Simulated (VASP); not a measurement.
# TiO (P-6m2) in VASP: notebook

TiO is run at these levels: PBEsol; tasks: single point.

Program: VASP 6.6.1. These are calculated values, not measurements. Logs are shortened: lines on timing, memory, paths and dates and some standing lists are left out, and cuts for length are marked.

## Step 1: The cell of the first run

It takes space group P-6m2 (No. 187, hexagonal). The conventional cell has a = 2.742 Å, b = 2.742 Å, c = 2.794 Å, α = 90.00°, β = 90.00°, γ = 120.00°. Within 2.8 Å of Ti (site symmetry -6m2) lie 6 O at 2.11 Å and 8 Ti at 2.74 to 2.79 Å. Within 2.8 Å of O (site symmetry -6m2) lie 6 Ti at 2.11 Å and 8 O at 2.74 to 2.79 Å.

## Step 2: Single point, PBEsol

INCAR

```
  ALGO = Normal
  EDIFF = 1E-6
  ENCUT = 520
  GGA = PS
  ISIF = 2
  ISMEAR = 0
  LASPH = T
  LCHARG = F
  LREAL = F
  LWAVE = F
  NBANDS = 16
  NELM = 100
  PREC = Accurate
  SIGMA = 0.15
```

KPOINTS

```
k-points
0
Gamma
  18 18 16
```

POSCAR

```
TiO
1.0
    2.7421000000      0.0000000000      0.0000000000
   -1.3710500000      2.3747282597      0.0000000000
    0.0000000000      0.0000000000      2.7937580351
Ti O
1 1
Direct
    0.6666666667      0.3333333333      0.0000000000
    0.0000000000      0.0000000000      0.5000000000
```

Potentials or basis: VASP PAW PBE potentials, release 64 (Ti_sv, O).

On the command line:

```sh
> cat potpaw_PBE.64/Ti_sv/POTCAR potpaw_PBE.64/O/POTCAR > POTCAR
> mpirun -np 1 vasp_std > vasp.out
```

OUTCAR:

```text
EDIFF = 1E-6
   ENCUT = 520
   GGA = PS
   ISIF = 2
   ISMEAR = 0
   LASPH = T
   LREAL = F
   NELM = 100
   PREC = Accurate

 ion  position               nearest neighbor table
   1  0.667  0.333  0.000-   2 2.11   2 2.11   2 2.11   2 2.11   2 2.11   2 2.11
   2  0.000  0.000  0.500-   1 2.11   1 2.11   1 2.11   1 2.11   1 2.11   1 2.11

  LATTYP: Found a hexagonal cell.
 ALAT       =     2.7421000000
 C/A-ratio  =     1.0188388589

  Lattice vectors:

 A1 = (   2.7421000000,   0.0000000000,   0.0000000000)
 A2 = (  -1.3710500000,   2.3747282597,   0.0000000000)
 A3 = (   0.0000000000,   0.0000000000,   2.7937580351)

Analysis of symmetry for initial positions (statically):
=====================================================================
 Subroutine PRICEL returns:
 Original cell was already a primitive cell.

 Routine SETGRP: Setting up the symmetry group for a
 hexagonal supercell.

 Subroutine GETGRP returns: Found 12 space group operations
 (whereof 12 operations were pure point group operations)
 out of a pool of 24 trial point group operations.

The static configuration has the point symmetry D_3h.

Analysis of symmetry for dynamics (positions and initial velocities):
=====================================================================
 Subroutine PRICEL returns:
 Original cell was already a primitive cell.

 Routine SETGRP: Setting up the symmetry group for a
 hexagonal supercell.

 Subroutine GETGRP returns: Found 12 space group operations
 (whereof 12 operations were pure point group operations)
 out of a pool of 24 trial point group operations.

The dynamic configuration has the point symmetry D_3h.

 Subroutine INISYM returns: Found 12 space group operations
 (whereof 12 operations are pure point group operations),
 and found     1 'primitive' translations

----------------------------------------------------------------------------------------

                                     Primitive cell

  volume of cell :      18.1922

  direct lattice vectors                    reciprocal lattice vectors
     2.742100000  0.000000000  0.000000000     0.364684001  0.210550406  0.000000000
    -1.371050000  2.374728260  0.000000000     0.000000000  0.421100813  0.000000000
     0.000000000  0.000000000  2.793758035     0.000000000  0.000000000  0.357940805

[... 74 lines left out ...]
   PREC   = accura    normal or accurate (medium, high low for compatibility)
   ISTART =      0    job   : 0-new  1-cont  2-samecut
   ICHARG =      2    charge: 1-file 2-atom 10-const
   ISPIN  =      1    spin polarized calculation?
   LNONCOLLINEAR =      F non collinear calculations
   LSORBIT =      F    spin-orbit coupling
   LASPH  =      T    aspherical Exc in radial PAW
   ENCUT  =  520.0 eV  38.22 Ry    6.18 a.u.   5.10  5.10  5.19*2*pi/ulx,y,z
   NELM   =    100;   NELMIN=  2; NELMDL= -5     # of ELM steps
   EDIFF  = 0.1E-05   stopping-criterion for ELM
   LREAL  =      F    real-space projection
   EDIFFG = 0.1E-04   stopping-criterion for IOM
   NSW    =      0    number of steps for IOM
   IBRION =     -1    ionic relax: 0-MD 1-quasi-New 2-CG
   NFREE  =      0    steps in history (QN), initial steepest desc. (CG)
   ISIF   =      2    stress and relaxation
   ISYM   =      2    0-nonsym 1-usesym 2-fastsym
   POTIM  = 0.5000    time-step for ionic-motion
   TEBEG  =    0.0;   TEEND  =   0.0 temperature during run
   PSTRESS=    0.0 pullay stress
   NELECT =      18.0000    total number of electrons
   NUPDOWN=      -1.0000    fix difference up-down
   EMIN   =  10.00;   EMAX   =-10.00  energy-range for DOS
   EFERMI =   0.00;   METHOD = LEGACY
   ISMEAR =     0;   SIGMA  =   0.15  broadening in eV -4-tet -1-fermi 0-gaus
   EFERMI_NEDOS =   21; number of points for ismear=-14 and -15
   IALGO  =     38    algorithm
   IMIX   =      4    mixing-type and parameters
     AMIX     =   0.40;   BMIX     =  1.00
     AMIX_MAG =   1.60;   BMIX_MAG =  1.00
  volume/ion in A,a.u.               =       9.10        61.38
  Fermi-wavevector in a.u.,A,eV,Ry     =   1.631312  3.082732 36.207531  2.661178
  Thomas-Fermi vector in A             =   2.723469
   LORBIT       =      0    0 simple, 1 ext, 2 COOP (PROOUT), +10 PAW based schemes
   GGA     = PS    functional components
   LHFCALC =     F    Hartree Fock is set to
   AEXX    =    0.0000 exact exchange contribution
   IVDW    =     0    specifies the selected vdW correction
   LEPSILON=     F    determine dielectric tensor
   LRPA    =     F    only Hartree local field effects (RPA)
 non-spin polarized calculation
 Gauss-broadening in eV      SIGMA  =   0.15
  energy-cutoff  :      520.00
  volume of cell :       18.19
 maximum number of plane-waves:       504
   NGX = 11   NGY = 11   NGZ = 11

 number of electron      18.0000007 magnetization

 Free energy of the ion-electron system (eV)
  ---------------------------------------------------
  ext. energy  EPLUGINS =         0.00000000
  ---------------------------------------------------
  free energy    TOTEN  =       -18.74805053 eV

  energy without entropy =      -18.74756348  energy(sigma->0) =      -18.74780700

 E-fermi :  12.0575     XC(G=0): -13.4539

 val. band max:       11.8976554828   @ k =   0.3333   0.3333   0.0000
 cond. band min:      12.0815297812   @ k =   0.0000   0.0000   0.5000
 fundamental gap:      0.1838742984
 Fermi energy:        12.0575354456

 k-point     1 :       0.0000    0.0000    0.0000
  band No.  band energies     occupation
      1     -45.3903      2.00000
      2     -21.6608      2.00000
      3     -21.2034      2.00000
      4     -21.2034      2.00000
      5     -10.1541      2.00000
      6       6.2929      2.00000
[... 433 lines left out ...]
      3     -21.5056      2.00000
      4     -21.4990      2.00000
      5      -8.6247      2.00000
      6       2.9176      2.00000
[... 8 lines left out ...]
     15      24.8566      0.00000
     16      27.3741      0.00000

 [... further k-points ...]
[... 5 lines left out ...]
  --------------------------------------------------------------------------------------
  -------------------------------------------------------------------------------------
  Total        1.3468084      1.3468084      0.6510954      0.0000000     -0.0000000      0.0000000
  in kB      118.6124862    118.6124862     57.3415230      0.0000000     -0.0000000      0.0000000
  external PRESSURE =      98.1888318 kB  Pullay stress =       0.0000000 kB

 VOLUME and BASIS-vectors are now :
 -----------------------------------------------------------------------------
  energy-cutoff  :      520.00
  volume of cell :       18.19
      direct lattice vectors                 reciprocal lattice vectors
     2.742100000  0.000000000  0.000000000     0.364684001  0.210550406  0.000000000
    -1.371050000  2.374728260  0.000000000     0.000000000  0.421100813  0.000000000
     0.000000000  0.000000000  2.793758035     0.000000000  0.000000000  0.357940805

 POSITION                                       TOTAL-FORCE (eV/Angst)
 -----------------------------------------------------------------------------------
      1.37105      0.79158      0.00000         0.000000     -0.000000      0.000000
      0.00000      0.00000      1.39688        -0.000000      0.000000      0.000000
 -----------------------------------------------------------------------------------
    total drift:                                0.000000     -0.000000      0.000000

  FREE ENERGIE OF THE ION-ELECTRON SYSTEM (eV)
  ---------------------------------------------------
  free  energy   TOTEN  =       -18.7480505301 eV

  energy  without entropy=      -18.7475634755  energy(sigma->0) =      -18.74780700
```

Run time: 2.6 min. Hardware: 1 thread of AMD EPYC 7R13, shared host; peak memory 0.18 GiB.

Results:

- Free energy: -18.7481 eV
- Pressure: 9.8 GPa
- Band gap on the k mesh: zero (bands 9 and 10 overlap by 0.09 eV)

Levels at points of the mesh, in eV from the Fermi level:
```tsv
k point	band 7	band 8	band 9	band 10	band 11	band 12
(0.00, 0.00, 0.00)	-5.76	-5.64	-3.17	1.80	1.80	2.15
(0.50, 0.00, 0.00)	-6.89	-5.48	-2.67	1.74	2.31	2.99
(0.00, 0.00, 0.50)	-5.39	-5.39	0.02	0.02	0.78	2.13
(0.50, 0.00, 0.50)	-8.25	-6.85	-0.78	2.02	3.28	3.29
```

Caveat: the stress differs along the axes, from 6 to 12 GPa; the PAW data sets were made with another functional, which shifts forces and pressure a little; semilocal functionals often make such compounds metallic where correlation or magnetic order opens a gap, which also shifts bond lengths.

(Part 1 of 2 ends here.)

The gap in the log of VASP goes by the Fermi energy; the results here count the filled bands.